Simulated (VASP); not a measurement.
GeN:

```
Ge N
1.0
     3.10116    0.00000    0.00000
     0.00000    3.10116    0.00000
     0.00000    0.00000    3.10116
Ge N
1 1
Direct
  0.00000 0.00000 0.00000
  0.50000 0.50000 0.50000
```

- Program: VASP 6.6.1
- Task: relaxation of cell and atoms
- Functional: PBE
- Potentials or basis: VASP PAW PBE potentials, release 64 (Ge_d, N)
- Cutoff: 600 eV
- k mesh: 6 × 6 × 6
- Occupations: gaussian, width 0.2 eV
- Spin: no spin polarisation

At the start: pressure -18.9 GPa; volume 14.91 Å³/atom.

Q: How do energy, volume and symmetry change on relaxing?

A: Over 3 steps the energy falls by 289.5 meV/atom and the volume is 11.16 Å³/atom (-25.2 %); space group Pm-3m (No. 221, to 0.05 Å).

Step by step:
| step | energy change (eV) | largest force (eV/Å) | pressure (GPa) | volume (Å³) |
| --- | --- | --- | --- | --- |
| 1 | 0.0000 | 0.0000 | -18.94 | 29.82 |
| 2 | -0.5745 | 0.0000 | -2.91 | 22.84 |
| 3 | -0.5791 | 0.0000 | -0.02 | 22.31 |

Final structure:
```yaml
crystal:
  lattice:
    - [2.81526, 0.00000, 0.00000]
    - [0.00000, 2.81526, 0.00000]
    - [0.00000, 0.00000, 2.81526]
  atoms:
    - { symbol: Ge, position: [0.00000, 0.00000, 0.00000] }
    - { symbol: N, position: [0.50000, 0.50000, 0.50000] }
```

Caveat: the volume moved by over 15 % at a fixed basis, so the end points are rough.
